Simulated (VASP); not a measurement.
# Os (P6_3/mmc) in VASP: a series of runs

The runs below take Os through single point, with LDA, r2SCAN0.

Program: VASP 6.6.1. These are calculated values, not measurements. Logs are shortened: lines on timing, memory, paths and dates and some standing lists are left out, and cuts for length are marked.

### 1 The cell of the first run

It takes space group P6_3/mmc (No. 194, hexagonal). Conventional cell: a = 2.697 Å, b = 2.697 Å, c = 4.261 Å, α = 90.00°, β = 90.00°, γ = 120.00°. Os (site symmetry -6m2) has 12 Os at 2.64 to 2.70 Å within 3.5 Å.

### 2 Single point, LDA, non-collinear spin, zero start, spin-orbit coupling

File INCAR:

```
SYSTEM = Os
ALGO = Normal ; EDIFF = 1E-6
ENCUT = 560 ; GGA = CA
GGA_COMPAT = .FALSE. ; ISIF = 2
ISMEAR = -1 ; LASPH = .TRUE.
LCHARG = .TRUE. ; LMAXMIX = 4
LNONCOLLINEAR = .TRUE. ; LORBIT = 11
LORBMOM = .TRUE. ; LREAL = .FALSE.
LSORBIT = .TRUE. ; LVHAR = .TRUE.
LWAVE = .FALSE. ; MAGMOM = 0 0 0 0 0 0
NBANDS = 44 ; NELM = 200
PREC = Accurate ; SIGMA = 0.05
```

File KPOINTS:

```
k-points
0
G
  11 11 6
  0 0 0
```

File POSCAR:

```
Os
1.0
    2.6971481730      0.0000000000      0.0000000000
   -1.3485740865      2.3357988356      0.0000000000
    0.0000000000      0.0000000000      4.2613185190
Os
2
Direct
    0.6666666667      0.3333333333      0.7500000000
    0.3333333333      0.6666666667      0.2500000000
```

Potentials or basis: VASP PAW LDA potentials, release 64 (Os_sv_GW).

Run with:

```sh
cat potpaw_LDA.64/Os_sv_GW/POTCAR > POTCAR
mpirun -np 1 vasp_ncl > vasp.out
```

OUTCAR:

```text
SYSTEM = Os
   EDIFF = 1E-6
   ENCUT = 560
   GGA = CA
   ISIF = 2
   ISMEAR = -1
   LASPH = .TRUE.
   LNONCOLLINEAR = .TRUE.
   LORBIT = 11
   LREAL = .FALSE.
   LSORBIT = .TRUE.
   NELM = 200
   PREC = Accurate

 ion  position               nearest neighbor table
   1  0.667  0.333  0.750-   2 2.64   2 2.64   2 2.64   2 2.64   2 2.64   2 2.64
   2  0.333  0.667  0.250-   1 2.64   1 2.64   1 2.64   1 2.64   1 2.64   1 2.64

  LATTYP: Found a hexagonal cell.
 ALAT       =     2.6971481730
 C/A-ratio  =     1.5799348963

  Lattice vectors:

 A1 = (   2.6971481730,   0.0000000000,   0.0000000000)
 A2 = (  -1.3485740865,   2.3357988356,   0.0000000000)
 A3 = (   0.0000000000,   0.0000000000,   4.2613185190)

Analysis of symmetry for initial positions (statically):
=====================================================================
 Subroutine PRICEL returns:
 Original cell was already a primitive cell.

 Routine SETGRP: Setting up the symmetry group for a
 hexagonal supercell.

 Subroutine GETGRP returns: Found 24 space group operations
 (whereof 12 operations were pure point group operations)
 out of a pool of 24 trial point group operations.

The static configuration has the point symmetry D_3d.
 The point group associated with its full space group is D_6h.

Analysis of symmetry for dynamics (positions and initial velocities):
=====================================================================
 Subroutine PRICEL returns:
 Original cell was already a primitive cell.

 Routine SETGRP: Setting up the symmetry group for a
 hexagonal supercell.

 Subroutine GETGRP returns: Found 24 space group operations
 (whereof 12 operations were pure point group operations)
 out of a pool of 24 trial point group operations.

The dynamic configuration has the point symmetry D_3d.
 The point group associated with its full space group is D_6h.

Analysis of structural, dynamic, and magnetic symmetry:
=====================================================================
 Subroutine PRICEL returns:
 Original cell was already a primitive cell.

 Routine SETGRP: Setting up the symmetry group for a
 hexagonal supercell.

 Subroutine GETGRP returns: Found 24 space group operations
 (whereof 12 operations were pure point group operations)
 out of a pool of 24 trial point group operations.

The overall configuration has the point symmetry D_3d.
 The point group associated with its full space group is D_6h.

 Subroutine INISYM returns: Found 24 space group operations
 (whereof 12 operations are pure point group operations),
 and found     1 'primitive' translations

----------------------------------------------------------------------------------------

                                     Primitive cell

  volume of cell :      26.8463

  direct lattice vectors                    reciprocal lattice vectors
     2.697148173  0.000000000  0.000000000     0.370761981  0.214059530  0.000000000
    -1.348574086  2.335798836  0.000000000     0.000000000  0.428119059  0.000000000
     0.000000000  0.000000000  4.261318519     0.000000000  0.000000000  0.234669151

  length of vectors
     2.697148173  2.697148173  4.261318519     0.428119059  0.428119059  0.234669151

  position of ions in fractional coordinates (direct lattice)
     0.666666667  0.333333333  0.750000000
     0.333333333  0.666666667  0.250000000

  ion indices of the primitive-cell ions
   primitive index   ion index
                 1           1
                 2           2

----------------------------------------------------------------------------------------

 KPOINTS: k-points

Automatic generation of k-mesh.
 Grid dimensions read from file:
 generate k-points for:   11   11    6

 Generating k-lattice:

  Cartesian coordinates                     Fractional coordinates (reciprocal lattice)
     0.033705635  0.019459957  0.000000000     0.090909091 -0.000000000  0.000000000
     0.000000000  0.038919914  0.000000000     0.000000000  0.090909091  0.000000000
     0.000000000  0.000000000  0.039111525     0.000000000  0.000000000  0.166666667

  Length of vectors
     0.038919914  0.038919914  0.039111525

  Shift w.r.t. Gamma in fractional coordinates (k-lattice)
     0.000000000  0.000000000  0.000000000

 Subroutine IBZKPT returns following result:
 ===========================================

 Found     64 irreducible k-points:
[... 56 lines left out ...]
   PSTRESS=    0.0 pullay stress
   NELECT =      32.0000    total number of electrons
   NUPDOWN=      -1.0000    fix difference up-down
   EMIN   =  10.00;   EMAX   =-10.00  energy-range for DOS
   EFERMI =   0.00;   METHOD = LEGACY
   ISMEAR =    -1;   SIGMA  =   0.05  broadening in eV -4-tet -1-fermi 0-gaus
   EFERMI_NEDOS =   21; number of points for ismear=-14 and -15
   IALGO  =     38    algorithm
   IMIX   =      4    mixing-type and parameters
     AMIX     =   0.40;   BMIX     =  1.00
     AMIX_MAG =   1.60;   BMIX_MAG =  1.00
  volume/ion in A,a.u.               =      13.42        90.58
  Fermi-wavevector in a.u.,A,eV,Ry     =   1.735788  3.280164 40.993821  3.012961
  Thomas-Fermi vector in A             =   2.809327
   LORBIT       =     11    0 simple, 1 ext, 2 COOP (PROOUT), +10 PAW based schemes
   GGA     = CA    functional components
   LHFCALC =     F    Hartree Fock is set to
   AEXX    =    0.0000 exact exchange contribution
   IVDW    =     0    specifies the selected vdW correction
   LEPSILON=     F    determine dielectric tensor
   LRPA    =     F    only Hartree local field effects (RPA)
  energy-cutoff  :      560.00
  volume of cell :       26.85
 maximum number of plane-waves:      1650
 NGX is ok and might be reduce to    24
   NGX = 11   NGY = 11   NGZ = 17

 number of electron      31.9999999 magnetization       0.0000000      0.0000000     -0.0000000

 number of electron      31.9999999 magnetization       0.0000000     -0.0000000     -0.0000000

 number of electron      31.9999999 magnetization       0.0000000      0.0000000      0.0000000

 Free energy of the ion-electron system (eV)
  ---------------------------------------------------
  ext. energy  EPLUGINS =         0.00000000
  ---------------------------------------------------
  free energy    TOTEN  =       -31.35559056 eV

  energy without entropy =      -31.34277874  energy(sigma->0) =      -31.34918465

 E-fermi :  14.3506     XC(G=0): -15.0710

 val. band max:       14.2821251657   @ k =   0.4545   0.0909   0.5000
 cond. band min:      14.3555700352   @ k =   0.2727  -0.0000   0.1667
 fundamental gap:      0.0734448695
 Fermi energy:        14.3505894395

 k-point     1 :       0.0000    0.0000    0.0000
  band No.  band energies     occupation
      1     -71.9471      1.00000
      2     -71.9471      1.00000
      3     -71.8047      1.00000
      4     -71.8047      1.00000
      5     -39.1362      1.00000
      6     -39.1362      1.00000
[... 1117 lines left out ...]
     43      29.5681      0.00000
     44      29.5681      0.00000

 [... further k-points ...]

------------------------ aborting loop because EDIFF is reached ----------------------------------------

  FORCE on cell =-STRESS in cart. coord.  units (eV):
  Direction    XX          YY          ZZ          XY          YZ          ZX
  --------------------------------------------------------------------------------------
  -------------------------------------------------------------------------------------
  Total        1.8872573      1.8872573      1.9970387      0.0000000     -0.0000000      0.0000000
  in kB      112.6308751    112.6308751    119.1825898      0.0000000     -0.0000000      0.0000000
  external PRESSURE =     114.8147800 kB  Pullay stress =       0.0000000 kB

 VOLUME and BASIS-vectors are now :
 -----------------------------------------------------------------------------
  energy-cutoff  :      560.00
  volume of cell :       26.85
      direct lattice vectors                 reciprocal lattice vectors
     2.697148173  0.000000000  0.000000000     0.370761981  0.214059530  0.000000000
    -1.348574086  2.335798836  0.000000000     0.000000000  0.428119059  0.000000000
     0.000000000  0.000000000  4.261318519     0.000000000  0.000000000  0.234669151

 POSITION                                       TOTAL-FORCE (eV/Angst)
 -----------------------------------------------------------------------------------
      1.34857      0.77860      3.19599        -0.000000      0.000000      0.000000
     -0.00000      1.55720      1.06533         0.000000     -0.000000     -0.000000
 -----------------------------------------------------------------------------------
    total drift:                               -0.000000      0.000000     -0.000000

  FREE ENERGIE OF THE ION-ELECTRON SYSTEM (eV)
  ---------------------------------------------------
  free  energy   TOTEN  =       -31.3555905550 eV

  energy  without entropy=      -31.3427787446  energy(sigma->0) =      -31.34918465

 orbital moment (x)

 # of ion     p       d       f       tot
 ------------------------------------------------
  1         0.000  -0.000  -0.000  -0.000
  2         0.000  -0.000  -0.000  -0.000
 ------------------------------------------------
            0.000  -0.000  -0.000  -0.000

 orbital moment (y)

 # of ion     p       d       f       tot
 ------------------------------------------------
  1         0.000   0.000  -0.000   0.000
  2         0.000   0.000  -0.000   0.000
 ------------------------------------------------
            0.000   0.000  -0.000   0.000

 orbital moment (z)

 # of ion     p       d       f       tot
 ------------------------------------------------
  1         0.000   0.000   0.000   0.000
  2         0.000   0.000  -0.000  -0.000
 ------------------------------------------------
            0.000   0.000   0.000   0.000

 Spin-Orbit-Coupling matrix elements

 Ion:    1  E_soc:     -3.7500439
 l=   1
     0.0000000    -0.5599547    -0.5600014
    -0.5599547     0.0000000    -0.5599547
    -0.5600014    -0.5599547     0.0000000
 l=   2
     0.0000000    -0.0133027     0.0000000    -0.0133027    -0.0521247
    -0.0133027     0.0000000    -0.0375884    -0.0142346    -0.0133027
     0.0000000    -0.0375884     0.0000000    -0.0375884     0.0000000
    -0.0133027    -0.0142346    -0.0375884     0.0000000    -0.0133027
    -0.0521247    -0.0133027     0.0000000    -0.0133027     0.0000000
 l=   3
     0.0000000    -0.0000240     0.0000000     0.0000000     0.0000000    -0.0000240    -0.0000674
    -0.0000240     0.0000000    -0.0000143     0.0000000    -0.0000143    -0.0000491    -0.0000082
     0.0000000    -0.0000143     0.0000000    -0.0000613    -0.0000032    -0.0000143     0.0000000
     0.0000000     0.0000000    -0.0000613     0.0000000    -0.0000613     0.0000000     0.0000000
     0.0000000    -0.0000143    -0.0000032    -0.0000613     0.0000000    -0.0000143     0.0000000
    -0.0000240    -0.0000491    -0.0000143     0.0000000    -0.0000143     0.0000000    -0.0000082
    -0.0000674    -0.0000082     0.0000000     0.0000000     0.0000000    -0.0000082     0.0000000

 Ion:    2  E_soc:     -3.7500439
 l=   1
     0.0000000    -0.5599547    -0.5600014
    -0.5599547     0.0000000    -0.5599547
    -0.5600014    -0.5599547     0.0000000
 l=   2
     0.0000000    -0.0133027     0.0000000    -0.0133027    -0.0521247
    -0.0133027     0.0000000    -0.0375884    -0.0142346    -0.0133027
     0.0000000    -0.0375884     0.0000000    -0.0375884     0.0000000
    -0.0133027    -0.0142346    -0.0375884     0.0000000    -0.0133027
    -0.0521247    -0.0133027     0.0000000    -0.0133027     0.0000000
 l=   3
     0.0000000    -0.0000240     0.0000000     0.0000000     0.0000000    -0.0000240    -0.0000674
    -0.0000240     0.0000000    -0.0000143     0.0000000    -0.0000143    -0.0000491    -0.0000082
     0.0000000    -0.0000143     0.0000000    -0.0000613    -0.0000032    -0.0000143     0.0000000
     0.0000000     0.0000000    -0.0000613     0.0000000    -0.0000613     0.0000000     0.0000000
     0.0000000    -0.0000143    -0.0000032    -0.0000613     0.0000000    -0.0000143     0.0000000
    -0.0000240    -0.0000491    -0.0000143     0.0000000    -0.0000143     0.0000000    -0.0000082
    -0.0000674    -0.0000082     0.0000000     0.0000000     0.0000000    -0.0000082     0.0000000

 total charge

# of ion       s       p       d       f       tot
--------------------------------------------------
    1        3.579   6.142   5.267   0.212  15.200
    2        3.579   6.142   5.267   0.212  15.200
--------------------------------------------------
tot          7.158  12.284  10.533   0.424  30.400

 magnetization (x)

# of ion       s       p       d       f       tot
--------------------------------------------------
    1       -0.000  -0.000   0.000   0.000   0.000
    2       -0.000   0.000   0.000   0.000  -0.000
--------------------------------------------------
tot         -0.000   0.000   0.000   0.000   0.000

 magnetization (y)

# of ion       s       p       d       f       tot
--------------------------------------------------
    1        0.000   0.000   0.000   0.000   0.000
    2        0.000   0.000   0.000   0.000   0.000
--------------------------------------------------
tot          0.000   0.000   0.000   0.000   0.000

 magnetization (z)

# of ion       s       p       d       f       tot
--------------------------------------------------
    1        0.000   0.000   0.000   0.000   0.000
    2        0.000   0.000   0.000   0.000   0.000
--------------------------------------------------
tot          0.000   0.000   0.000   0.000   0.000
```

Wall time 3.1 min (1 thread of Intel Xeon Platinum 8259CL at 2.50GHz (Skylake/Cascade Lake), shared host); peak memory 0.27 GiB.

Results:

| Item | Value |
| --- | --- |
| Free energy | -31.3556 eV |
| Pressure | 11.5 GPa |
| Net moment | 0.00 μB per cell |
| Valence electrons inside the program's atomic spheres | Os 15.20 |

Stress tensor (GPa, compression positive):
```
11.26  0.00  0.00
 0.00 11.26  0.00
 0.00  0.00 11.92
```

Moments on the atoms (μB; x, y, z):
```
Os  0.00 0.00 0.00
Os  0.00 0.00 0.00
```

Caveat: the cell stands under pressure.

### 3 Single point, r2SCAN0

This run uses another cell than the first one, of 14.54 Å³/atom.

File POSCAR:

```
Os
1.0
    2.7700791260      0.0000000000      0.0000000000
   -1.3850395630      2.3989588936      0.0000000000
    0.0000000000      0.0000000000      4.3765446767
Os
2
Direct
    0.6666666667      0.3333333333      0.7500000000
    0.3333333333      0.6666666667      0.2500000000
```

File INCAR.step1:

```
PREC = Accurate
ENCUT = 520
EDIFF = 1E-5
ISMEAR = -1
SIGMA = 0.05
LREAL = False
LASPH = True
NELM = 80
ALGO = Normal
ISIF = 2
LWAVE = True
LCHARG = False
NBANDS = 15
GGA = PE
```

File INCAR.step2:

```
PREC = Accurate
ENCUT = 520
EDIFF = 1E-7
ISMEAR = -1
SIGMA = 0.05
LREAL = False
LASPH = True
NELM = 80
ALGO = Normal
ISIF = 2
LWAVE = False
LCHARG = False
METAGGA = R2SCAN
LHFCALC = True
AEXX = 0.25
LMIXTAU = True
PRECFOCK = Normal
NBANDS = 15
ISTART = 1
```

File KPOINTS:

```
regular mesh
0
Gamma
  6 6 3
```

Potentials or basis: VASP PAW PBE potentials, release 64 (Os).

Run with:

```sh
cat potpaw_PBE.64/Os/POTCAR > POTCAR
cp INCAR.step1 INCAR
mpirun -np 1 vasp_std > vasp.out
cp INCAR.step2 INCAR
mpirun -np 1 vasp_std > vasp.out
```

It took 19 min on 1 thread of Intel Xeon Platinum 8124M at 3.00GHz (Skylake/Cascade Lake), shared host; peak memory 0.16 GiB.

It converged, with:

```yaml
Free_energy: -91.3327 eV
Pressure: -23.6 GPa
Band_gap_on_the_k_mesh: zero (bands 8 and 9 overlap by 5.07 eV)
```

Stress tensor (GPa, compression positive):
```
-21.09   0.00   0.00
  0.00 -21.09   0.00
  0.00   0.00 -28.59
```

Levels at points of the mesh, in eV from the Fermi level:
```csv
k point,band 6,band 7,band 8,band 9,band 10,band 11
"(0.00, 0.00, 0.00)",-2.92,-2.92,-2.26,-2.26,-0.51,2.36
"(0.50, 0.00, 0.00)",-3.34,-2.42,2.81,3.38,3.40,5.40
```

Caveat: the k points lie up to 0.48 Å⁻¹ apart, too coarse for converged energies and pressures of a metal; the PAW data sets were made with another functional, which shifts forces and pressure a little; spin-orbit coupling is left out, which moves the levels of the heavy elements.

The gap in the log of VASP goes by the Fermi energy; the results here count the filled bands.